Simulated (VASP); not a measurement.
Wanted: the native input for a VASP 6.6.1 run.

- Task: single point
- Functional: PBEsol
- Potentials or basis: VASP PAW PBE potentials, release 64 (S, Mg)
- Cutoff: 520 eV
- k mesh: 8 × 8 × 4
- Occupations: fermi-dirac, width 0.05 eV
- Spin: no spin polarisation
- Dipole correction: no
- Further INCAR settings: ALGO = Normal; EDIFF = 1e-06; NBANDS = 16

The structure of MgS lies in POSCAR:

```
MgS
1.0
    4.0075435882      0.0000000000      0.0000000000
   -2.0037717941      3.4706345542      0.0000000000
    0.0000000000      0.0000000000      6.3891231196
S Mg
2 2
Direct
    0.6666666667      0.3333333333      0.8792441500
    0.3333333333      0.6666666667      0.3792441500
    0.3333333333      0.6666666667      0.9957548500
    0.6666666667      0.3333333333      0.4957548500
```

The input as run:

INCAR

```
ALGO = Normal ; EDIFF = 1E-6
ENCUT = 520 ; GGA = PS
ISIF = 2 ; ISMEAR = -1
LASPH = True ; LCHARG = False
LREAL = False ; LWAVE = False
NBANDS = 16 ; NELM = 60
PREC = Accurate ; SIGMA = 0.05
```

KPOINTS

```
k-points
0
Gamma
  8 8 4
```

Potentials or basis: VASP PAW PBE potentials, release 64 (S, Mg).

The run is started by

```console
$ cat potpaw_PBE.64/S/POTCAR potpaw_PBE.64/Mg/POTCAR > POTCAR
$ mpirun -np 1 vasp_std > vasp.out
```

Results of the run:

| Item | Value |
| --- | --- |
| Pressure | 0.8 GPa |
| Largest force | 0.043 eV/Å |
| Band gap on the k mesh | 3.37 eV |

Caveat: the PAW data sets were made with another functional, which shifts forces and pressure a little.

Run time: 44 s on 1 thread of AMD EPYC 7R43 64-Core Processor (Zen 3), on a shared host, peak memory 0.17 GiB.
